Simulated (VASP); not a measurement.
Wanted: the native input for a VASP 6.6.1 run.

```
Task                   : electric field gradients
Functional             : LDA
Potentials or basis    : VASP PAW LDA potentials, release 64 (Sc_sv, Pt)
Cutoff                 : 520 eV
k mesh                 : 10 × 10 × 10
Occupations            : fermi-dirac, width 0.05 eV
Spin                   : no spin polarisation
Dipole correction      : no
Further INCAR settings : ALGO = Normal; EDIFF = 1e-08; NBANDS = 18
```

The structure of ScPt lies in POSCAR:

```
ScPt
1.0
    3.2700000000      0.0163500000      0.0163500000
    0.0163500000      3.2700000000      0.0163500000
    0.0163500000      0.0163500000      3.2700000000
Sc Pt
1 1
Direct
    0.5000000000      0.5000000000      0.5000000000
    0.0000000000      0.0000000000      0.0000000000
```

This cell differs from its parent crystal: equal xy, yz and zx shear strains of +1 %.

These files were run (other wordings do the same):

INCAR

```
SYSTEM = ScPt
PREC = Accurate ; ENCUT = 520
EDIFF = 1E-8 ; ISMEAR = -1
SIGMA = 0.05 ; LREAL = .FALSE.
LASPH = .TRUE. ; NELM = 100
ALGO = Normal ; ISIF = 2
LWAVE = .FALSE. ; LCHARG = .FALSE.
LEFG = .TRUE. ; NBANDS = 18
```

KPOINTS

```
Automatic mesh
0
G
  10 10 10
  0 0 0
```

Potentials or basis: VASP PAW LDA potentials, release 64 (Sc_sv, Pt).

Launch:

```sh
$ cat potpaw_LDA.64/Sc_sv/POTCAR potpaw_LDA.64/Pt/POTCAR > POTCAR
$ mpirun -np 1 vasp_std > vasp.out
```

It gave:

- Pressure: -4.8 GPa
- Band gap on the k mesh: zero (an odd number of electrons rules out a gap without spin polarisation)
- Largest electric field gradient by atom: Sc +1.4; Pt -10.9 V/Å²

Caveat: the cell differs from its parent crystal (equal xy, yz and zx shear strains of +1 %); the cell stands under tension; without QUAD_EFG the Cq values of the log hold for a quadrupole moment of 1 mb, not for the nuclei; spin-orbit coupling is left out, which moves the levels of the heavy elements.

It took 23 s on 1 thread of AMD EPYC 9R45 96-Core Processor (Zen 5), with other jobs on the host, peak memory 0.16 GiB.
